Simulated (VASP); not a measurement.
Set up this calculation in VASP 6.6.1, as the native input.

| Quantity | Value |
| --- | --- |
| Task | single point |
| Functional | PBE |
| Potentials or basis | VASP PAW PBE potentials, release 64 (Ta_pv, Nb_sv, O) |
| Cutoff | 600 eV |
| k mesh | 3 × 3 × 3 |
| Occupations | gaussian, width 0.15 eV |
| Spin | no spin polarisation |
| Dipole correction | no |
| Further INCAR settings | ALGO = Normal; EDIFF = 1e-06; NBANDS = 44 |

The structure of TaNb2O5 lies in POSCAR:

```
TaNb2O5
1.0
   -2.7748388269      2.7748388269      2.9811495254
    2.7748388269     -2.7748388269      2.9811495254
    2.7748388269      2.7748388269     -2.9811495254
Ta Nb O
1 2 5
Direct
   -0.0534092401     -0.0534092401      0.0000000000
    0.7983168840      0.2983168840      0.5000000000
    0.2983168840      0.7983168840      0.5000000000
    0.7276418255      0.2394640048      0.0000000000
    0.2394640048      0.2394640048      0.5118221792
    0.7276418255      0.7276418255      0.4881778208
    0.2394640048      0.7276418255      0.0000000000
    0.2455617915      0.2455617915      0.0000000000
```

The cell was built from a structure type or drawn by symmetry, and may not be a known phase.

These files were run (other wordings do the same):

INCAR

```
  PREC = Accurate
  ENCUT = 600
  EDIFF = 1E-6
  ISMEAR = 0
  SIGMA = 0.15
  LREAL = F
  LASPH = T
  NELM = 120
  ALGO = Normal
  ISIF = 2
  LWAVE = F
  LCHARG = F
  GGA = PE
  NBANDS = 44
  GGA_COMPAT = F
```

KPOINTS

```
regular mesh
0
Gamma
  3 3 3
```

Potentials or basis: VASP PAW PBE potentials, release 64 (Ta_pv, Nb_sv, O).

The run is started by

```bash
$ cat potpaw_PBE.64/Ta_pv/POTCAR potpaw_PBE.64/Nb_sv/POTCAR potpaw_PBE.64/O/POTCAR > POTCAR
$ mpirun -np 1 vasp_std > vasp.out
```

Results of the run:

```json
{"Pressure": "0.3 GPa", "Largest force": "0.408 eV/Å", "Band gap on the k mesh": "zero (an odd number of electrons rules out a gap without spin polarisation)"}
```

Caveat: the k points lie up to 0.52 Å⁻¹ apart, too coarse for converged energies and pressures of a metal; spin-orbit coupling is left out, which moves the levels of the heavy elements; an odd number of electrons without spin polarisation forces a metal; a magnetic or distorted state may lie lower.

Run time: 26 s on 1 thread of AMD EPYC 9R45 96-Core Processor (Zen 5), with other jobs on the host, peak memory 0.22 GiB.
